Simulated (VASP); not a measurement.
# Se (P3_121) in VASP: settings compared

The runs below take Se through single point, with PBE, r2SCAN.

Everything below comes from runs of VASP 6.6.1. Logs are shortened: lines on timing, memory, paths and dates and some standing lists are left out, and cuts for length are marked.

### 1 The cell of the first run

The structure is trigonal, space group P3_121 (No. 152). Conventional cell: a = 4.293 Å, b = 4.293 Å, c = 5.041 Å, α = 90.00°, β = 90.00°, γ = 120.00°. Within 3.2 Å of Se (site symmetry 2) lie 2 Se at 2.39 Å.

### 2 Single point, PBE

The input, INCAR:

```
SYSTEM = Se
  PREC = Accurate
  ENCUT = 520
  EDIFF = 1E-6
  ISMEAR = 0
  SIGMA = 0.01
  LREAL = .False.
  LASPH = .True.
  NELM = 60
  ALGO = Normal
  ISIF = 2
  LWAVE = .False.
  LCHARG = .True.
  GGA = PE
  LELF = .True.
  LVHAR = .True.
  NBANDS = 16
```

The input, KPOINTS:

```
regular mesh
0
Gamma
  6 6 4
  0 0 0
```

The input, POSCAR:

```
Se
1.0
    4.2926573527      0.0000000000      0.0000000000
   -2.1463286763      3.7175503172      0.0000000000
    0.0000000000      0.0000000000      5.0408504727
Se
3
Direct
    0.2284670362      0.0000000000      0.3333333333
    0.0000000000      0.2284670362      0.6666666667
    0.7715329638      0.7715329638      0.0000000000
```

Potentials or basis: VASP PAW PBE potentials, release 64 (Se).

Started as:

```
$ cat potpaw_PBE.64/Se/POTCAR > POTCAR
$ mpirun -np 1 vasp_std > vasp.out
```

OUTCAR:

```text
SYSTEM = Se
   PREC = Accurate
   ENCUT = 520
   EDIFF = 1E-6
   ISMEAR = 0
   LREAL = .False.
   LASPH = .True.
   NELM = 60
   ISIF = 2
   GGA = PE

 ion  position               nearest neighbor table
   1  0.228  0.000  0.333-   3 2.39   2 2.39
   2  0.000  0.228  0.667-   3 2.39   1 2.39
   3  0.772  0.772  0.000-   2 2.39   1 2.39

  LATTYP: Found a hexagonal cell.
 ALAT       =     4.2926573527
 C/A-ratio  =     1.1742960266

  Lattice vectors:

 A1 = (   4.2926573527,   0.0000000000,   0.0000000000)
 A2 = (  -2.1463286763,   3.7175503172,   0.0000000000)
 A3 = (   0.0000000000,   0.0000000000,   5.0408504727)

Analysis of symmetry for initial positions (statically):
=====================================================================
 Subroutine PRICEL returns:
 Original cell was already a primitive cell.

 Routine SETGRP: Setting up the symmetry group for a
 hexagonal supercell.

 Subroutine GETGRP returns: Found  6 space group operations
 (whereof  2 operations were pure point group operations)
 out of a pool of 24 trial point group operations.

The static configuration has the point symmetry C_2 .
 The point group associated with its full space group is D_3 .

Analysis of symmetry for dynamics (positions and initial velocities):
=====================================================================
 Subroutine PRICEL returns:
 Original cell was already a primitive cell.

 Routine SETGRP: Setting up the symmetry group for a
 hexagonal supercell.

 Subroutine GETGRP returns: Found  6 space group operations
 (whereof  2 operations were pure point group operations)
 out of a pool of 24 trial point group operations.

The dynamic configuration has the point symmetry C_2 .
 The point group associated with its full space group is D_3 .

 Subroutine INISYM returns: Found  6 space group operations
 (whereof  2 operations are pure point group operations),
 and found     1 'primitive' translations

----------------------------------------------------------------------------------------

                                     Primitive cell

  volume of cell :      80.4427

  direct lattice vectors                    reciprocal lattice vectors
     4.292657353  0.000000000  0.000000000     0.232955933  0.134497171  0.000000000
    -2.146328676  3.717550317  0.000000000     0.000000000  0.268994342  0.000000000
     0.000000000  0.000000000  5.040850473     0.000000000  0.000000000  0.198379223

  length of vectors
     4.292657353  4.292657353  5.040850473     0.268994342  0.268994342  0.198379223

  position of ions in fractional coordinates (direct lattice)
     0.228467036  0.000000000  0.333333333
     1.000000000  0.228467036  0.666666667
     0.771532964  0.771532964  0.000000000

  ion indices of the primitive-cell ions
   primitive index   ion index
                 1           1
                 2           2
                 3           3

----------------------------------------------------------------------------------------

 KPOINTS: regular mesh

Automatic generation of k-mesh.
 Grid dimensions read from file:
 generate k-points for:    6    6    4

 Generating k-lattice:

  Cartesian coordinates                     Fractional coordinates (reciprocal lattice)
     0.038825989  0.022416195  0.000000000     0.166666667 -0.000000000  0.000000000
     0.000000000  0.044832390  0.000000000     0.000000000  0.166666667  0.000000000
     0.000000000  0.000000000  0.049594806     0.000000000  0.000000000  0.250000000

  Length of vectors
     0.044832390  0.044832390  0.049594806

  Shift w.r.t. Gamma in fractional coordinates (k-lattice)
     0.000000000  0.000000000  0.000000000

 Subroutine IBZKPT returns following result:
 ===========================================

 Found     24 irreducible k-points:

 Following reciprocal coordinates:
            Coordinates               Weight
  0.000000  0.000000  0.000000      1.000000
  0.166667  0.000000  0.000000      6.000000
  0.333333 -0.000000  0.000000      6.000000
  0.500000 -0.000000  0.000000      3.000000
  0.166667  0.166667  0.000000      6.000000
  0.333333  0.166667  0.000000     12.000000
[... 16 lines left out ...]
  0.333333  0.166667  0.500000     12.000000
  0.333333  0.333333  0.500000      2.000000
   k-points           NKPTS =     24   k-points in BZ     NKDIM =     24   number of bands    NBANDS=     16
   number of dos      NEDOS =    301   number of ions     NIONS =      3
   total plane-waves  NPLWV =  40960
   dimension x,y,z NGX =    32 NGY =   32 NGZ =   40
   dimension x,y,z NGXF=    64 NGYF=   64 NGZF=   80
   ions per type =               3
   NGX,Y,Z   is equivalent  to a cutoff of  12.39, 12.39, 13.19 a.u.
   NGXF,Y,Z  is equivalent  to a cutoff of  24.79, 24.79, 26.38 a.u.
 SYSTEM =  Se
   PREC   = accura    normal or accurate (medium, high low for compatibility)
   ISTART =      0    job   : 0-new  1-cont  2-samecut
   ICHARG =      2    charge: 1-file 2-atom 10-const
   ISPIN  =      1    spin polarized calculation?
   LNONCOLLINEAR =      F non collinear calculations
   LSORBIT =      F    spin-orbit coupling
   LASPH  =      T    aspherical Exc in radial PAW
   ENCUT  =  520.0 eV  38.22 Ry    6.18 a.u.   7.98  7.98  9.37*2*pi/ulx,y,z
   NELM   =     60;   NELMIN=  2; NELMDL= -5     # of ELM steps
   EDIFF  = 0.1E-05   stopping-criterion for ELM
   LREAL  =      F    real-space projection
   EDIFFG = 0.1E-04   stopping-criterion for IOM
   NSW    =      0    number of steps for IOM
   IBRION =     -1    ionic relax: 0-MD 1-quasi-New 2-CG
   NFREE  =      0    steps in history (QN), initial steepest desc. (CG)
   ISIF   =      2    stress and relaxation
   ISYM   =      2    0-nonsym 1-usesym 2-fastsym
   POTIM  = 0.5000    time-step for ionic-motion
   TEBEG  =    0.0;   TEEND  =   0.0 temperature during run
   PSTRESS=    0.0 pullay stress
   NELECT =      18.0000    total number of electrons
   NUPDOWN=      -1.0000    fix difference up-down
   EMIN   =  10.00;   EMAX   =-10.00  energy-range for DOS
   EFERMI =   0.00;   METHOD = LEGACY
   ISMEAR =     0;   SIGMA  =   0.01  broadening in eV -4-tet -1-fermi 0-gaus
   EFERMI_NEDOS =   21; number of points for ismear=-14 and -15
   IALGO  =     38    algorithm
   IMIX   =      4    mixing-type and parameters
     AMIX     =   0.40;   BMIX     =  1.00
     AMIX_MAG =   1.60;   BMIX_MAG =  1.00
  volume/ion in A,a.u.               =      26.81       180.95
  Fermi-wavevector in a.u.,A,eV,Ry     =   0.993886  1.878173 13.439970  0.987810
  Thomas-Fermi vector in A             =   2.125799
   LORBIT       =      0    0 simple, 1 ext, 2 COOP (PROOUT), +10 PAW based schemes
   GGA     = PE    functional components
   LHFCALC =     F    Hartree Fock is set to
   AEXX    =    0.0000 exact exchange contribution
   IVDW    =     0    specifies the selected vdW correction
   LEPSILON=     F    determine dielectric tensor
   LRPA    =     F    only Hartree local field effects (RPA)
 non-spin polarized calculation
 Gauss-broadening in eV      SIGMA  =   0.01
  energy-cutoff  :      520.00
  volume of cell :       80.44
 maximum number of plane-waves:      2184
   NGX = 15   NGY = 15   NGZ = 19

 number of electron      17.9999999 magnetization

 Free energy of the ion-electron system (eV)
  ---------------------------------------------------
  ext. energy  EPLUGINS =         0.00000000
  ---------------------------------------------------
  free energy    TOTEN  =       -10.47705574 eV

  energy without entropy =      -10.47705574  energy(sigma->0) =      -10.47705574

 E-fermi :   2.8991     XC(G=0):  -8.9412

 val. band max:        2.7949850576   @ k =   0.5000  -0.0000   0.5000
 cond. band min:       3.6269478394   @ k =   0.3333   0.3333   0.5000
 fundamental gap:      0.8319627818
 Fermi energy:         2.8990823397

 k-point     1 :       0.0000    0.0000    0.0000
  band No.  band energies     occupation
      1     -12.9965      2.00000
      2      -8.9524      2.00000
      3      -8.9524      2.00000
      4      -0.9223      2.00000
      5      -0.9223      2.00000
      6      -0.8590      2.00000
[... 8 lines left out ...]
     15       9.2664      0.00000
     16      11.2105      0.00000

 k-point     2 :       0.1667    0.0000    0.0000
  band No.  band energies     occupation
      1     -12.8783      2.00000
      2      -9.0458      2.00000
      3      -8.9352      2.00000
      4      -1.7001      2.00000
      5      -1.2822      2.00000
      6      -0.6973      2.00000
[... 8 lines left out ...]
     15      10.2372      0.00000
     16      11.1698      0.00000

 k-point     3 :       0.3333   -0.0000    0.0000
  band No.  band energies     occupation
      1     -12.6067      2.00000
      2      -9.2968      2.00000
      3      -8.8993      2.00000
      4      -2.2757      2.00000
      5      -1.7281      2.00000
      6      -0.7877      2.00000
[... 8 lines left out ...]
     15      11.4931      0.00000
     16      12.3030      0.00000

 k-point     4 :       0.5000   -0.0000    0.0000
  band No.  band energies     occupation
      1     -12.4457      2.00000
      2      -9.4621      2.00000
      3      -8.8806      2.00000
      4      -2.3936      2.00000
      5      -1.9128      2.00000
      6      -0.6374      2.00000
[... 8 lines left out ...]
     15      12.8324      0.00000
     16      12.8675      0.00000
[... 324 lines left out ...]
 k-point    22 :       0.1667    0.1667    0.5000
  band No.  band energies     occupation
      1     -11.6584      2.00000
      2     -11.5889      2.00000
      3      -7.3768      2.00000
      4      -2.5756      2.00000
      5      -1.3791      2.00000
      6      -1.2748      2.00000
[... 8 lines left out ...]
     15      10.9706      0.00000
     16      11.3329      0.00000

 k-point    23 :       0.3333    0.1667    0.5000
  band No.  band energies     occupation
      1     -11.5075      2.00000
      2     -11.3957      2.00000
      3      -7.7936      2.00000
      4      -2.9676      2.00000
      5      -1.8639      2.00000
      6      -1.7364      2.00000
[... 8 lines left out ...]
     15      11.2935      0.00000
     16      12.1339      0.00000

 k-point    24 :       0.3333    0.3333    0.5000
  band No.  band energies     occupation
      1     -11.3922      2.00000
      2     -11.3922      2.00000
      3      -7.9086      2.00000
      4      -2.9295      2.00000
      5      -2.1752      2.00000
      6      -2.1752      2.00000
[... 8 lines left out ...]
     15      11.4025      0.00000
     16      11.4025      0.00000

------------------------ aborting loop because EDIFF is reached ----------------------------------------

  FORCE on cell =-STRESS in cart. coord.  units (eV):
  Direction    XX          YY          ZZ          XY          YZ          ZX
  --------------------------------------------------------------------------------------
  -------------------------------------------------------------------------------------
  Total        1.0504520      1.0504520      1.4905247      0.0000000      0.0000000     -0.0000000
  in kB       20.9218419     20.9218419     29.6867645      0.0000000      0.0000000     -0.0000000
  external PRESSURE =      23.8434827 kB  Pullay stress =       0.0000000 kB

 VOLUME and BASIS-vectors are now :
 -----------------------------------------------------------------------------
  energy-cutoff  :      520.00
  volume of cell :       80.44
      direct lattice vectors                 reciprocal lattice vectors
     4.292657353  0.000000000  0.000000000     0.232955933  0.134497171  0.000000000
    -2.146328676  3.717550317  0.000000000     0.000000000  0.268994342  0.000000000
     0.000000000  0.000000000  5.040850473     0.000000000  0.000000000  0.198379223

 POSITION                                       TOTAL-FORCE (eV/Angst)
 -----------------------------------------------------------------------------------
      0.98073      0.00000      1.68028         0.332087      0.000000     -0.000000
     -0.49037      0.84934      3.36057        -0.166044      0.287596      0.000000
      1.65596      2.86821      0.00000        -0.166044     -0.287596      0.000000
 -----------------------------------------------------------------------------------
    total drift:                                0.000000      0.000000     -0.000000

  FREE ENERGIE OF THE ION-ELECTRON SYSTEM (eV)
  ---------------------------------------------------
  free  energy   TOTEN  =       -10.4770557365 eV

  energy  without entropy=      -10.4770557365  energy(sigma->0) =      -10.47705574
```

It took 20 s on 1 thread of Intel Xeon Platinum 8375C at 2.90GHz (Ice Lake), shared host; peak memory 0.19 GiB.

What came out:

```yaml
Free_energy: -10.4771 eV
Pressure: 2.4 GPa
Largest_force: 0.332 eV/Å
Band_gap_on_the_k_mesh: 0.83 eV, indirect (least direct gap 0.97 eV)
```

Forces on the atoms (eV/Å):
```
Se   0.332  0.000  0.000
Se  -0.166  0.288  0.000
Se  -0.166 -0.288  0.000
```

Levels at points of the mesh, in eV from the valence-band top:
```tsv
k point	band 5	band 6	band 7	band 8	band 9	band 10	band 11	band 12	band 13	band 14
(0.00, 0.00, 0.00)	-3.72	-3.65	-1.95	-1.95	-0.38	1.78	1.78	2.21	6.29	6.47
(0.50, 0.00, 0.00)	-4.71	-3.43	-2.99	-1.71	-0.99	1.85	2.25	4.15	5.16	7.89
(0.00, 0.00, 0.50)	-3.25	-3.25	-1.46	-1.46	-1.19	1.19	1.24	1.24	6.13	7.30
(0.50, 0.00, 0.50)	-4.38	-4.18	-1.96	-1.48	0.00	1.50	2.80	2.86	6.22	7.84
```

A k mesh can miss the band edges. A hybrid or GW would open this gap; PBE tends to underestimate it.

### 3 Single point, PBE

The input, INCAR:

```
ALGO = Normal ; EDIFF = 1E-6
ENCUT = 520 ; GGA = PE
ISIF = 2 ; ISMEAR = 0
LASPH = True ; LCHARG = False
LREAL = False ; LWAVE = False
NBANDS = 16 ; NELM = 60
PREC = Accurate ; SIGMA = 0.01
```

The input, KPOINTS:

```
k-points
0
Gamma
  6 6 4
```

POSCAR is that of step 2.

Potentials or basis: VASP PAW PBE potentials, release 64 (Se).

Started as:

```
$ cat potpaw_PBE.64/Se/POTCAR > POTCAR
$ mpirun -np 1 vasp_std > vasp.out
```

It took 20 s on 1 thread of Intel Xeon Platinum 8375C at 2.90GHz (Ice Lake), shared host; peak memory 0.19 GiB.

It converged, with:

* Free energy: -10.4771 eV
* Pressure: 2.4 GPa
* Largest force: 0.332 eV/Å
* Band gap on the k mesh: 0.83 eV, indirect (least direct gap 0.97 eV)

Forces in eV/Å, atoms in the order of the input:
```
Se   0.332  0.000  0.000
Se  -0.166  0.288  0.000
Se  -0.166 -0.288  0.000
```

Stress tensor (GPa, compression positive):
```
2.09 0.00 0.00
0.00 2.09 0.00
0.00 0.00 2.97
```

Levels at points of the mesh, in eV from the valence-band top:
```csv
k point,band 6,band 7,band 8,band 9,band 10,band 11,band 12,band 13
"(0.00, 0.00, 0.00)",-3.65,-1.95,-1.95,-0.38,1.78,1.78,2.21,6.29
"(0.50, 0.00, 0.00)",-3.43,-2.99,-1.71,-0.99,1.85,2.25,4.15,5.16
"(0.00, 0.00, 0.50)",-3.25,-1.46,-1.46,-1.19,1.19,1.24,1.24,6.13
"(0.50, 0.00, 0.50)",-4.18,-1.96,-1.48,0.00,1.50,2.80,2.86,6.22
```

### 4 Single point, r2SCAN

POSCAR is that of step 3.

The input, INCAR.step1:

```
ALGO = Normal ; EDIFF = 1E-4
ENCUT = 520 ; GGA = PE
ISMEAR = 0 ; LASPH = T
LCHARG = F ; LREAL = F
LWAVE = T ; NBANDS = 16
NELM = 80 ; PREC = Accurate
SIGMA = 0.01
```

The input, INCAR.step2:

```
ALGO = Normal ; EDIFF = 1E-7
ENCUT = 520 ; ISIF = 2
ISMEAR = 0 ; ISTART = 1
LASPH = T ; LCHARG = F
LMIXTAU = T ; LREAL = F
LWAVE = F ; METAGGA = R2SCAN
NBANDS = 16 ; NELM = 80
PREC = Accurate ; SIGMA = 0.01
```

KPOINTS is that of step 3.

Started as:

```
$ cat potpaw_PBE.64/Se/POTCAR > POTCAR
$ cp INCAR.step1 INCAR
$ mpirun -np 1 vasp_std > vasp.out
$ cp INCAR.step2 INCAR
$ mpirun -np 1 vasp_std > vasp.out
```

Wall time 76 s (1 thread of Intel Xeon Platinum 8375C at 2.90GHz (Ice Lake), shared host); peak memory 0.2 GiB.

It converged, with:

```yaml
Free_energy: -42.9055 eV
Pressure: 0.8 GPa
Largest_force: 0.041 eV/Å
Band_gap_on_the_k_mesh: 1.06 eV, indirect (least direct gap 1.23 eV)
```

Forces on the atoms (eV/Å):
```
Se  -0.041  0.000  0.000
Se   0.020 -0.035  0.000
Se   0.020  0.035  0.000
```

Stress tensor (GPa, compression positive):
```
0.88 0.00 0.00
0.00 0.88 0.00
0.00 0.00 0.67
```

Levels at points of the mesh, in eV from the valence-band top:
```
           k point  band 7  band 8  band 9  band 10  band 11  band 12
(0.00, 0.00, 0.00)   -2.06   -2.06   -0.44     2.00     2.00     2.43
(0.50, 0.00, 0.00)   -3.07   -1.79   -1.06     2.08     2.50     4.41
(0.00, 0.00, 0.50)   -1.52   -1.52   -1.29     1.35     1.48     1.48
(0.50, 0.00, 0.50)   -2.00   -1.54    0.00     1.71     3.02     3.09
```

Caveat: the PAW data sets were made with another functional, which shifts forces and pressure a little.

### 5 Single point, PBE

The input, INCAR:

```
SYSTEM = Se
PREC = Accurate
ENCUT = 520
EDIFF = 1E-6
ISMEAR = 0
SIGMA = 0.01
LREAL = .False.
LASPH = .True.
NELM = 60
ALGO = Normal
ISIF = 2
LWAVE = .False.
LCHARG = .False.
GGA = PE
NBANDS = 16
```

The input, KPOINTS:

```
regular mesh
0
Gamma
  12 12 6
  0 0 0
```

POSCAR is that of step 4.

Started as:

```
$ cat potpaw_PBE.64/Se/POTCAR > POTCAR
$ mpirun -np 1 vasp_std > vasp.out
```

Run time: 68 s. Hardware: 1 thread of Intel Xeon Platinum 8375C at 2.90GHz (Ice Lake), shared host; peak memory 0.25 GiB.

Results (log left out):

```
Free energy            : -10.4785 eV
Pressure               : 2.4 GPa
Largest force          : 0.334 eV/Å
Band gap on the k mesh : 0.82 eV, indirect (least direct gap 0.97 eV)
```

Forces in eV/Å, atoms in the order of the input:
```
Se   0.334  0.000  0.000
Se  -0.167  0.289  0.000
Se  -0.167 -0.289  0.000
```

Stress tensor (GPa, compression positive):
```
2.09 0.00 0.00
0.00 2.09 0.00
0.00 0.00 2.95
```

Levels at points of the mesh, in eV from the valence-band top:
| k point | band 6 | band 7 | band 8 | band 9 | band 10 | band 11 | band 12 | band 13 |
| --- | --- | --- | --- | --- | --- | --- | --- | --- |
| (0.00, 0.00, 0.00) | -3.67 | -1.97 | -1.97 | -0.40 | 1.76 | 1.76 | 2.19 | 6.27 |
| (0.50, 0.00, 0.00) | -3.45 | -3.01 | -1.72 | -1.01 | 1.83 | 2.24 | 4.13 | 5.14 |
| (0.00, 0.00, 0.50) | -3.26 | -1.48 | -1.48 | -1.21 | 1.17 | 1.22 | 1.22 | 6.11 |
| (0.50, 0.00, 0.50) | -4.19 | -1.97 | -1.49 | -0.02 | 1.49 | 2.79 | 2.84 | 6.20 |

A k mesh can miss the band edges. A hybrid or GW would open this gap; PBE tends to underestimate it.

### 6 Overview

| level | k mesh | gap on the mesh (eV) | pressure (GPa) | largest force (eV/Å) |
| --- | --- | --- | --- | --- |
| PBE | 6 × 6 × 4 | 0.83 | 2.4 | 0.33 |
| r2SCAN | 6 × 6 × 4 | 1.06 | 0.8 | 0.04 |
| PBE | 12 × 12 × 6 | 0.82 | 2.4 | 0.33 |

Alike in all rows: task single point; potentials or basis VASP PAW PBE potentials, release 64 (Se); no spin polarisation; cell as given; cutoff (eV) 520; smearing gaussian 0.01 eV.

On the cell as given the gap runs from 0.82 eV (PBE) to 1.06 eV (r2SCAN); the meshes differ, which moves gaps too. The pressure there spans 0.8 GPa (r2SCAN) to 2.4 GPa (PBE); a positive pressure means that this level wants a larger cell, a negative one a smaller.

Caveats: the PAW data sets were made with another functional, which shifts forces and pressure a little (some runs).

Absolute energies hang on the potentials; compare differences alone.
